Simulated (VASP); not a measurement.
# MgO (Fm-3m) in VASP: a series of runs

Runs on MgO. Level: r2SCAN. Tasks: dielectric tensor.

Program: VASP 6.6.1. These are calculated values, not measurements. Logs are shortened: lines on timing, memory, paths and dates and some standing lists are left out, and cuts for length are marked.

### Step 1. The cell of the first run

Symmetry: Fm-3m, No. 225, cubic system. The conventional cell has a = 4.036 Å, b = 4.036 Å, c = 4.036 Å, α = 90.00°, β = 90.00°, γ = 90.00°. Within 2.7 Å of Mg (site symmetry m-3m) lie 6 O at 2.02 Å. Within 2.7 Å of O (site symmetry m-3m) lie 6 Mg at 2.02 Å.

### Step 2. Dielectric tensor, r2SCAN (strain -4.0%)

INCAR

```
PREC = Accurate ; ENCUT = 520
EDIFF = 1E-8 ; ISMEAR = 0
SIGMA = 0.01 ; LREAL = F
LASPH = T ; NELM = 100
ALGO = Normal ; ISIF = 2
LWAVE = F ; LCHARG = F
METAGGA = R2SCAN ; LMIXTAU = T
LCALCEPS = T
```

KPOINTS

```
regular mesh
0
Gamma
  8 8 8
```

POSCAR

```
MgO
1.0
    0.0000000000      2.0180807188      2.0180807188
    2.0180807188      0.0000000000      2.0180807188
    2.0180807188      2.0180807188      0.0000000000
Mg O
1 1
Direct
    0.0000000000      0.0000000000      0.0000000000
    0.5000000000      0.5000000000      0.5000000000
```

Potentials or basis: VASP PAW PBE potentials, release 64 (Mg, O).

Started as:

```bash
$ cat potpaw_PBE.64/Mg/POTCAR potpaw_PBE.64/O/POTCAR > POTCAR
$ mpirun -np 1 vasp_std > vasp.out
```

OUTCAR:

```text
PREC = Accurate
   ENCUT = 520
   EDIFF = 1E-8
   ISMEAR = 0
   LREAL = F
   LASPH = T
   NELM = 100
   ISIF = 2
   METAGGA = R2SCAN

 ion  position               nearest neighbor table
   1  0.000  0.000  0.000-   2 2.02   2 2.02   2 2.02   2 2.02   2 2.02   2 2.02
   2  0.500  0.500  0.500-   1 2.02   1 2.02   1 2.02   1 2.02   1 2.02   1 2.02

  LATTYP: Found a face centered cubic cell.
 ALAT       =     4.0361614376

  Lattice vectors:

 A1 = (   0.0000000000,   2.0180807188,   2.0180807188)
 A2 = (   2.0180807188,   0.0000000000,   2.0180807188)
 A3 = (   2.0180807188,   2.0180807188,   0.0000000000)

Analysis of symmetry for initial positions (statically):
=====================================================================
 Subroutine PRICEL returns:
 Original cell was already a primitive cell.

 Routine SETGRP: Setting up the symmetry group for a
 face centered cubic supercell.

 Subroutine GETGRP returns: Found 48 space group operations
 (whereof 48 operations were pure point group operations)
 out of a pool of 48 trial point group operations.

The static configuration has the point symmetry O_h .

Analysis of symmetry for dynamics (positions and initial velocities):
=====================================================================
 Subroutine PRICEL returns:
 Original cell was already a primitive cell.

 Routine SETGRP: Setting up the symmetry group for a
 face centered cubic supercell.

 Subroutine GETGRP returns: Found 48 space group operations
 (whereof 48 operations were pure point group operations)
 out of a pool of 48 trial point group operations.

The dynamic configuration has the point symmetry O_h .

 Subroutine INISYM returns: Found 48 space group operations
 (whereof 48 operations are pure point group operations),
 and found     1 'primitive' translations

----------------------------------------------------------------------------------------

                                     Primitive cell

  volume of cell :      16.4379

  direct lattice vectors                    reciprocal lattice vectors
     0.000000000  2.018080719  2.018080719    -0.247760159  0.247760159  0.247760159
     2.018080719  0.000000000  2.018080719     0.247760159 -0.247760159  0.247760159
     2.018080719  2.018080719  0.000000000     0.247760159  0.247760159 -0.247760159

  length of vectors
     2.853997122  2.853997122  2.853997122     0.429133184  0.429133184  0.429133184

  position of ions in fractional coordinates (direct lattice)
     0.000000000  0.000000000  0.000000000
     0.500000000  0.500000000  0.500000000

  ion indices of the primitive-cell ions
   primitive index   ion index
                 1           1
                 2           2

----------------------------------------------------------------------------------------

 KPOINTS: regular mesh

Automatic generation of k-mesh.
 Grid dimensions read from file:
 generate k-points for:    8    8    8

 Generating k-lattice:

  Cartesian coordinates                     Fractional coordinates (reciprocal lattice)
    -0.030970020  0.030970020  0.030970020     0.125000000  0.000000000  0.000000000
     0.030970020 -0.030970020  0.030970020     0.000000000  0.125000000  0.000000000
     0.030970020  0.030970020 -0.030970020     0.000000000  0.000000000  0.125000000

  Length of vectors
     0.053641648  0.053641648  0.053641648

  Shift w.r.t. Gamma in fractional coordinates (k-lattice)
     0.000000000  0.000000000  0.000000000

 Subroutine IBZKPT returns following result:
 ===========================================

 Found     29 irreducible k-points:

 Following reciprocal coordinates:
            Coordinates               Weight
  0.000000  0.000000  0.000000      1.000000
  0.125000  0.000000  0.000000      8.000000
  0.250000  0.000000  0.000000      8.000000
  0.375000  0.000000  0.000000      8.000000
  0.500000  0.000000  0.000000      4.000000
  0.125000  0.125000  0.000000      6.000000
[... 16 lines left out ...]
  0.500000  0.250000  0.125000     48.000000
 -0.375000  0.250000  0.125000     24.000000
 [... further k-points ...]
   k-points           NKPTS =     29   k-points in BZ     NKDIM =     29   number of bands    NBANDS=      8
   number of dos      NEDOS =    301   number of ions     NIONS =      2
   total plane-waves  NPLWV =  13824
   dimension x,y,z NGX =    24 NGY =   24 NGZ =   24
   dimension x,y,z NGXF=    48 NGYF=   48 NGZF=   48
   ions per type =               1   1
   NGX,Y,Z   is equivalent  to a cutoff of  13.98, 13.98, 13.98 a.u.
   NGXF,Y,Z  is equivalent  to a cutoff of  27.96, 27.96, 27.96 a.u.
 SYSTEM =  unknown system
   PREC   = accura    normal or accurate (medium, high low for compatibility)
   ISTART =      0    job   : 0-new  1-cont  2-samecut
   ICHARG =      2    charge: 1-file 2-atom 10-const
   ISPIN  =      1    spin polarized calculation?
   LNONCOLLINEAR =      F non collinear calculations
   LSORBIT =      F    spin-orbit coupling
   LASPH  =      T    aspherical Exc in radial PAW
   ENCUT  =  520.0 eV  38.22 Ry    6.18 a.u.   5.31  5.31  5.31*2*pi/ulx,y,z
   NELM   =    100;   NELMIN=  2; NELMDL= -5     # of ELM steps
   EDIFF  = 0.1E-07   stopping-criterion for ELM
   LREAL  =      F    real-space projection
   EDIFFG = 0.1E-06   stopping-criterion for IOM
   NSW    =      0    number of steps for IOM
   IBRION =     -1    ionic relax: 0-MD 1-quasi-New 2-CG
   NFREE  =      0    steps in history (QN), initial steepest desc. (CG)
   ISIF   =      2    stress and relaxation
   ISYM   =      2    0-nonsym 1-usesym 2-fastsym
   POTIM  = 0.5000    time-step for ionic-motion
   TEBEG  =    0.0;   TEEND  =   0.0 temperature during run
   PSTRESS=    0.0 pullay stress
   NELECT =       8.0000    total number of electrons
   NUPDOWN=      -1.0000    fix difference up-down
   EMIN   =  10.00;   EMAX   =-10.00  energy-range for DOS
   EFERMI =   0.00;   METHOD = LEGACY
   ISMEAR =     0;   SIGMA  =   0.01  broadening in eV -4-tet -1-fermi 0-gaus
   EFERMI_NEDOS =   21; number of points for ismear=-14 and -15
   IALGO  =     38    algorithm
   IMIX   =      4    mixing-type and parameters
     AMIX     =   0.40;   BMIX     =  1.00
     AMIX_MAG =   1.60;   BMIX_MAG =  1.00
  volume/ion in A,a.u.               =       8.22        55.46
  Fermi-wavevector in a.u.,A,eV,Ry     =   1.287725  2.433446 22.561649  1.658234
  Thomas-Fermi vector in A             =   2.419721
   LORBIT       =      0    0 simple, 1 ext, 2 COOP (PROOUT), +10 PAW based schemes
   METAGGA = R2SCAN    functional components
   LHFCALC =     F    Hartree Fock is set to
   AEXX    =    0.0000 exact exchange contribution
   IVDW    =     0    specifies the selected vdW correction
   LEPSILON=     F    determine dielectric tensor
   LRPA    =     F    only Hartree local field effects (RPA)
   LRPA       =     F
 non-spin polarized calculation
 Gauss-broadening in eV      SIGMA  =   0.01
  energy-cutoff  :      520.00
  volume of cell :       16.44
 maximum number of plane-waves:       459
 NGX is ok and might be reduce to    24
   NGX = 11   NGY = 11   NGZ = 11

 Total electronic dipole moment: p[elc]=(     0.00166     0.00000     0.00000 ) |e| Angst

 Total electronic dipole moment: p[elc]=(    -0.00000    -0.00000    -0.00000 ) |e| Angst

 number of electron       7.9999999 magnetization

 Free energy of the ion-electron system (eV)
  ---------------------------------------------------
  ext. energy  EPLUGINS =         0.00000000
  ---------------------------------------------------
  free energy    TOTEN  =       -16.01488141 eV

  energy without entropy =      -16.01488141  energy(sigma->0) =      -16.01488141

 E-fermi :   3.8484     XC(G=0): -12.2698

 val. band max:        3.7869695687   @ k =   0.0000   0.0000   0.0000
 cond. band min:   10000.0000000000   @ k =   0.0000   0.0000   0.0000
 fundamental gap:   9996.2130304313
 Fermi energy:         3.8484174619

 k-point     1 :       0.0000    0.0000    0.0000
  band No.  band energies     occupation
      1     -15.1201      2.00000
      2       3.7870      2.00000
      3       3.7870      2.00000
      4       3.7870      2.00000
      5   10000.0000      0.00000
      6   10000.0000      0.00000
      7   10000.0000      0.00000
      8   10000.0000      0.00000
[... 243 lines left out ...]
 k-point    24 :      -0.3750    0.2500    0.1250
  band No.  band energies     occupation
      1     -13.3477      2.00000
      2      -0.7455      2.00000
      3       1.5399      2.00000
      4       2.5929      2.00000
      5   10000.0000      0.00000
      6   10000.0000      0.00000
      7   10000.0000      0.00000
      8   10000.0000      0.00000

 [... further k-points ...]

------------------------ aborting loop because EDIFF is reached ----------------------------------------

            Ionic dipole moment: p[ion]=(   -12.10848   -12.10848   -12.10848 ) |e| Angst

 Total electronic dipole moment: p[elc]=(    -0.00000    -0.00000     0.00166 ) |e| Angst

 MACROSCOPIC STATIC DIELECTRIC TENSOR (including local field effects)
 ------------------------------------------------------
           2.825292    -0.000000     0.000000
          -0.000000     2.825292     0.000000
          -0.000000    -0.000000     2.825292
 ------------------------------------------------------

 PIEZOELECTRIC TENSOR (including local field effects) (e Angst)
          XX          YY          ZZ          XY          YZ          ZX
  --------------------------------------------------------------------------------
  x     0.00000     0.00000     0.00000     0.00000     0.00000     0.00000
  y     0.00000     0.00000     0.00000     0.00000     0.00000     0.00000
  z     0.00000     0.00000     0.00000     0.00000     0.00000     0.00000

 PIEZOELECTRIC TENSOR (including local field effects) (C/m^2)
          XX          YY          ZZ          XY          YZ          ZX
  --------------------------------------------------------------------------------
  x     0.00000     0.00000     0.00000     0.00000     0.00000     0.00000
  y     0.00000     0.00000     0.00000     0.00000     0.00000     0.00000
  z     0.00000     0.00000     0.00000     0.00000     0.00000     0.00000

 BORN EFFECTIVE CHARGES (including local field effects) (in |e|, cummulative output)
 ---------------------------------------------------------------------------------
 ion    1
    1     1.88084     0.00000     0.00000
    2     0.00000     1.88084     0.00000
    3    -0.00000     0.00000     1.88084
 ion    2
    1    -1.88084    -0.00000    -0.00000
    2    -0.00000    -1.88084    -0.00000
    3     0.00000    -0.00000    -1.88084

  FORCE on cell =-STRESS in cart. coord.  units (eV):
  Direction    XX          YY          ZZ          XY          YZ          ZX
  --------------------------------------------------------------------------------------
  -------------------------------------------------------------------------------------
  Total        2.5817771      2.5817771      2.5817771     -0.0000000     -0.0000000     -0.0000000
  in kB      251.6423453    251.6423453    251.6423453     -0.0000000     -0.0000000     -0.0000000
  external PRESSURE =     251.6423453 kB  Pullay stress =       0.0000000 kB

 VOLUME and BASIS-vectors are now :
 -----------------------------------------------------------------------------
  energy-cutoff  :      520.00
  volume of cell :       16.44
      direct lattice vectors                 reciprocal lattice vectors
     0.000000000  2.018080719  2.018080719    -0.247760159  0.247760159  0.247760159
     2.018080719  0.000000000  2.018080719     0.247760159 -0.247760159  0.247760159
     2.018080719  2.018080719  0.000000000     0.247760159  0.247760159 -0.247760159

 POSITION                                       TOTAL-FORCE (eV/Angst)
 -----------------------------------------------------------------------------------
      0.00000      0.00000      0.00000         0.000000      0.000000     -0.000000
      2.01808      2.01808      2.01808         0.000000     -0.000000      0.000000
 -----------------------------------------------------------------------------------
    total drift:                               -0.000000     -0.000000      0.000000

  FREE ENERGIE OF THE ION-ELECTRON SYSTEM (eV)
  ---------------------------------------------------
  free  energy   TOTEN  =       -16.0148814079 eV

  energy  without entropy=      -16.0148814079  energy(sigma->0) =      -16.01488141
```

Run time: 4.8 min. Hardware: 1 thread of Intel Xeon 6975P-C (Granite Rapids), shared host; peak memory 0.24 GiB.

What came out:

```yaml
Band_gap_on_the_k_mesh: 7.01 eV, direct
Electronic_dielectric_tensor_diagonal: 2.83
Born_charges_mean_of_the_diagonal: Mg +1.88; O -1.88 e
```

Electronic dielectric tensor:
```
2.83 0.00 0.00
0.00 2.83 0.00
0.00 0.00 2.83
```

Born effective charge tensors (e):
atom 1, Mg
```
1.88 0.00 0.00
0.00 1.88 0.00
0.00 0.00 1.88
```
atom 2, O
```
-1.88  0.00  0.00
 0.00 -1.88  0.00
 0.00  0.00 -1.88
```

Dipole moments of the cell (e·Å, modulo the quantum): ionic -12.108, -12.108, -12.108; electronic 0.000, 0.000, 0.002

Caveat: the cell differs from its parent crystal (strain -4.0%); the PAW data sets were made with another functional, which shifts forces and pressure a little.

### Step 3. Dielectric tensor, r2SCAN (strain -3.0%)

INCAR

```
PREC = Accurate ; ENCUT = 520
EDIFF = 1E-8 ; ISMEAR = 0
SIGMA = 0.01 ; LREAL = False
LASPH = True ; NELM = 80
ALGO = Normal ; ISIF = 2
LWAVE = False ; LCHARG = False
METAGGA = R2SCAN ; LMIXTAU = True
LCALCEPS = True
```

KPOINTS

```
Automatic mesh
0
Gamma
  8 8 8
```

POSCAR

```
MgO
1.0
    0.0000000000      2.0391023930      2.0391023930
    2.0391023930      0.0000000000      2.0391023930
    2.0391023930      2.0391023930      0.0000000000
Mg O
1 1
Direct
    0.0000000000      0.0000000000      0.0000000000
    0.5000000000      0.5000000000      0.5000000000
```

Potentials or basis: VASP PAW PBE potentials, release 64 (Mg, O).

Started as:

```bash
$ cat potpaw_PBE.64/Mg/POTCAR potpaw_PBE.64/O/POTCAR > POTCAR
$ mpirun -np 1 vasp_std > vasp.out
```

OUTCAR:

```text
PREC = Accurate
   ENCUT = 520
   EDIFF = 1E-8
   ISMEAR = 0
   LREAL = False
   LASPH = True
   NELM = 80
   ISIF = 2
   METAGGA = R2SCAN

 ion  position               nearest neighbor table
   1  0.000  0.000  0.000-   2 2.04   2 2.04   2 2.04   2 2.04   2 2.04   2 2.04
   2  0.500  0.500  0.500-   1 2.04   1 2.04   1 2.04   1 2.04   1 2.04   1 2.04

  LATTYP: Found a face centered cubic cell.
 ALAT       =     4.0782047860

  Lattice vectors:

 A1 = (   0.0000000000,   2.0391023930,   2.0391023930)
 A2 = (   2.0391023930,   0.0000000000,   2.0391023930)
 A3 = (   2.0391023930,   2.0391023930,   0.0000000000)

Analysis of symmetry for initial positions (statically):
=====================================================================
 Subroutine PRICEL returns:
 Original cell was already a primitive cell.

 Routine SETGRP: Setting up the symmetry group for a
 face centered cubic supercell.

 Subroutine GETGRP returns: Found 48 space group operations
 (whereof 48 operations were pure point group operations)
 out of a pool of 48 trial point group operations.

The static configuration has the point symmetry O_h .

Analysis of symmetry for dynamics (positions and initial velocities):
=====================================================================
 Subroutine PRICEL returns:
 Original cell was already a primitive cell.

 Routine SETGRP: Setting up the symmetry group for a
 face centered cubic supercell.

 Subroutine GETGRP returns: Found 48 space group operations
 (whereof 48 operations were pure point group operations)
 out of a pool of 48 trial point group operations.

[... 412 lines left out ...]
 k-point    24 :      -0.3750    0.2500    0.1250
  band No.  band energies     occupation
      1     -13.5230      2.00000
      2      -0.8691      2.00000
      3       1.3583      2.00000
      4       2.3822      2.00000
      5   10000.0000      0.00000
      6   10000.0000      0.00000
      7   10000.0000      0.00000
      8   10000.0000      0.00000

 [... further k-points ...]

------------------------ aborting loop because EDIFF is reached ----------------------------------------

            Ionic dipole moment: p[ion]=(   -12.23461   -12.23461   -12.23461 ) |e| Angst

 Total electronic dipole moment: p[elc]=(     0.00000     0.00000     0.00173 ) |e| Angst

 MACROSCOPIC STATIC DIELECTRIC TENSOR (including local field effects)
 ------------------------------------------------------
           2.847129     0.000000    -0.000000
          -0.000000     2.847129     0.000000
           0.000000     0.000000     2.847129
 ------------------------------------------------------

 PIEZOELECTRIC TENSOR (including local field effects) (e Angst)
          XX          YY          ZZ          XY          YZ          ZX
  --------------------------------------------------------------------------------
  x     0.00000     0.00000     0.00000     0.00000     0.00000     0.00000
  y     0.00000     0.00000     0.00000     0.00000     0.00000     0.00000
  z     0.00000     0.00000     0.00000     0.00000     0.00000     0.00000

 PIEZOELECTRIC TENSOR (including local field effects) (C/m^2)
          XX          YY          ZZ          XY          YZ          ZX
  --------------------------------------------------------------------------------
  x     0.00000     0.00000     0.00000     0.00000     0.00000     0.00000
  y     0.00000     0.00000     0.00000     0.00000     0.00000     0.00000
  z     0.00000     0.00000     0.00000     0.00000     0.00000     0.00000

 BORN EFFECTIVE CHARGES (including local field effects) (in |e|, cummulative output)
 ---------------------------------------------------------------------------------
 ion    1
    1     1.89534     0.00000     0.00000
    2    -0.00000     1.89534     0.00000
    3    -0.00000    -0.00000     1.89534
 ion    2
    1    -1.89534    -0.00000    -0.00000
    2     0.00000    -1.89534    -0.00000
    3     0.00000     0.00000    -1.89534

  FORCE on cell =-STRESS in cart. coord.  units (eV):
  Direction    XX          YY          ZZ          XY          YZ          ZX
  --------------------------------------------------------------------------------------
  -------------------------------------------------------------------------------------
  Total        1.8251241      1.8251241      1.8251241      0.0000000     -0.0000000      0.0000000
  in kB      172.4470992    172.4470992    172.4470992      0.0000000     -0.0000000      0.0000000
  external PRESSURE =     172.4470992 kB  Pullay stress =       0.0000000 kB

 VOLUME and BASIS-vectors are now :
 -----------------------------------------------------------------------------
  energy-cutoff  :      520.00
  volume of cell :       16.96
      direct lattice vectors                 reciprocal lattice vectors
     0.000000000  2.039102393  2.039102393    -0.245205931  0.245205931  0.245205931
     2.039102393  0.000000000  2.039102393     0.245205931 -0.245205931  0.245205931
     2.039102393  2.039102393  0.000000000     0.245205931  0.245205931 -0.245205931

 POSITION                                       TOTAL-FORCE (eV/Angst)
 -----------------------------------------------------------------------------------
      0.00000      0.00000      0.00000        -0.000000     -0.000000      0.000000
      2.03910      2.03910      2.03910         0.000000      0.000000      0.000000
 -----------------------------------------------------------------------------------
    total drift:                               -0.000000     -0.000000      0.000000

  FREE ENERGIE OF THE ION-ELECTRON SYSTEM (eV)
  ---------------------------------------------------
  free  energy   TOTEN  =       -16.0840351618 eV

  energy  without entropy=      -16.0840351618  energy(sigma->0) =      -16.08403516
```

Wall time 4.7 min (1 thread of Intel Xeon 6975P-C (Granite Rapids), shared host); peak memory 0.24 GiB.

What came out:

| Quantity | Value |
| --- | --- |
| Band gap on the k mesh | 6.65 eV, direct |
| Electronic dielectric tensor (diagonal) | 2.85 |
| Born charges (mean of the diagonal) | Mg +1.90; O -1.90 e |

Electronic dielectric tensor:
```
2.85 0.00 0.00
0.00 2.85 0.00
0.00 0.00 2.85
```

Born effective charge tensors (e):
atom 1, Mg
```
1.90 0.00 0.00
0.00 1.90 0.00
0.00 0.00 1.90
```
atom 2, O
```
-1.90  0.00  0.00
 0.00 -1.90  0.00
 0.00  0.00 -1.90
```

Dipole moments of the cell (e·Å, modulo the quantum): ionic -12.235, -12.235, -12.235; electronic 0.000, 0.000, 0.002

Caveat: the cell differs from its parent crystal (strain -3.0%); the PAW data sets were made with another functional, which shifts forces and pressure a little.

[end of part 1 of 2]
